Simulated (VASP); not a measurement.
Input of a VASP 6.6.1 run:

The input INCAR:

```
ALGO = Normal
EDIFF = 1E-7
ENCUT = 520
GGA = PE
ISIF = 2
ISMEAR = 1
LASPH = T
LCHARG = F
LREAL = F
LWAVE = F
NBANDS = 15
NELM = 60
PREC = Accurate
SIGMA = 0.15
```

The input KPOINTS:

```
k-points
0
Gamma
  12 12 10
```

POSCAR

```
HfB2
1.0
    3.1400000000      0.0000000000      0.0000000000
   -1.5700000000      2.7193197700      0.0000000000
    0.0000000000      0.0000000000      3.4800000000
Hf B
1 2
Direct
    0.0000000000      0.0000000000      0.0000000000
    0.3333333300      0.6666666700      0.5000000000
    0.6666666700      0.3333333300      0.5000000000
```

Potentials or basis: VASP PAW PBE potentials, release 64 (Hf_pv, B).

Command:

```console
$ cat potpaw_PBE.64/Hf_pv/POTCAR potpaw_PBE.64/B/POTCAR > POTCAR
$ mpirun -np 1 vasp_std > vasp.out
```

Question: What does it give for the band gap on the k mesh?

Answer: Zero (bands 8 and 9 overlap by 1.31 eV).

Question: Predict the pressure.

Answer: 1.0 GPa.

Stress tensor (GPa, compression positive):
```
0.86 0.00 0.00
0.00 0.86 0.00
0.00 0.00 1.20
```

Caveat: spin-orbit coupling is left out, which moves the levels of the heavy elements.
